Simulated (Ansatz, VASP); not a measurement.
# Mg3CO3 in VASP and in Ansatz

File INCAR:

```
ALGO = Normal
DIPOL = 0.5 0.5 0.344
EDIFF = 1E-6
ENCUT = 520
GGA = PE
IDIPOL = 3
ISIF = 2
ISMEAR = 0
ISPIN = 2
LASPH = True
LCHARG = False
LDIPOL = True
LORBIT = 11
LREAL = False
LWAVE = False
MAGMOM = 0 0 0 0 0 0 2
NBANDS = 27
NELM = 150
PREC = Accurate
SIGMA = 0.05
```

File KPOINTS:

```
k-points
0
Gamma
  9 9 1
```

POSCAR

```
Mg3CO3
1.0
    3.0085896345      0.0000000000      0.0000000000
   -1.5042948172      2.6055150530      0.0000000000
    0.0000000000      0.0000000000     23.0789991983
O Mg C
3 3 1
Direct
    0.3333333333      0.6666666667      0.1733177408
    0.0000000000      0.0000000000      0.2797566348
    0.6666666667      0.3333333333      0.3878522578
    0.6666666667      0.3333333333      0.2265371878
    0.3333333333      0.6666666667      0.3281901435
    0.0000000000      0.0000000000      0.4367173425
    0.4444444444     -0.4444444444      0.5766714182
```

Input for Ansatz:

```yaml
crystal:
  lattice:
    - [3.0085896345, 0.0, 0.0]
    - [-1.5042948172, 2.605515053, 0.0]
    - [0.0, 0.0, 23.0789991983]
  atoms:
    - { symbol: O, position: [0.3333333333, 0.6666666667, 0.1733177408] }
    - { symbol: Mg, position: [0.6666666667, 0.3333333333, 0.2265371878] }
    - { symbol: O, position: [0.0, 0.0, 0.2797566348] }
    - { symbol: Mg, position: [0.3333333333, 0.6666666667, 0.3281901435] }
    - { symbol: O, position: [0.6666666667, 0.3333333333, 0.3878522578] }
    - { symbol: Mg, position: [0.0, 0.0, 0.4367173425] }
    - { symbol: C, position: [0.4444444444, -0.4444444444, 0.5766714182], spin: 2.0 }
basis:
  ecutwfc: 420
kpoints:
  mp_grid: { grid: [9, 9, 1] }
hamiltonian:
  xc: pbe
  pseudopotentials: { kind: paw, azcp: { folder: soft_1 } }
scf:
  occupations: { method: gaussian, width: 0.05 }
output:
  forces: true
  eigenvalues: true
  populations: true
magnetization:
  spin_polarized: true
efield:
  axis: 3
  dipole_correction: true
  ramp_width: 0.04
```

Alike in both runs: task single point; functional PBE; k mesh 9 × 9 × 1; occupations gaussian, width 0.05 eV; collinear spin.

```csv
,VASP,Ansatz
version,VASP 6.6.1,Ansatz 0.2.0
potentials or method,"VASP PAW PBE potentials, release 64 (O, Mg, C), cutoff 520 eV","scalar-relativistic, plane waves, PAW"
valence electrons in the cell,28,52
```

VASP gave:

| Quantity | Value |
| --- | --- |
| gap on the k mesh at the Fermi level (eV) | none |
| rms of the force components (eV/Å) | 0.860 |
| net moment per atom (μB) | 0.11 |
| size of the moment on the site where the two differ most (μB) | 0.00 |

**Question.** Which values does Ansatz return?

**Answer.** gap on the k mesh at the Fermi level (eV): none; rms of the force components (eV/Å): 0.803; net moment per atom (μB): 0.23; size of the moment on the site where the two differ most (μB): 0.76.

The net moments are unlike, so the other rows may belong to different states. Site moments also hang on the region over which each program counts them. A gap of «none» marks a metal or a gap that the smearing closes. VASP's potentials hold 28 valence electrons a cell and Ansatz's 52, so a difference there can come from the potentials and not from the codes. Ansatz's warnings: stability check not made.
